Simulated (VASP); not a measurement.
Runs of VASP 6.6.1 on ZnS. It takes space group F-43m (No. 216, cubic). The conventional cell has a = 5.404 Å, b = 5.404 Å, c = 5.404 Å, α = 90.00°, β = 90.00°, γ = 90.00°. Within 3.1 Å of Zn (site symmetry -43m) lie 4 S at 2.34 Å. S (site symmetry -43m) has 4 Zn at 2.34 Å within 3.1 Å. 

| k mesh | gap on the mesh (eV) | pressure (GPa) |
| --- | --- | --- |
| 7 × 7 × 7 | 2.11 | 1.8 |
| 5 × 5 × 5 | 2.11 | 1.8 |
| 6 × 6 × 6 | 2.11 | 1.8 |
| 4 × 4 × 4 | (a) | 2.1 |

Alike in all rows: task single point; level PBE; potentials or basis VASP PAW PBE potentials, release 64 (Zn, S); no spin polarisation; cell as given; cutoff (eV) 520; smearing gaussian 0.01 eV.

Q: Estimate the missing entries.

A: (a) 2.10.

Caveats: some runs use coarse meshes.

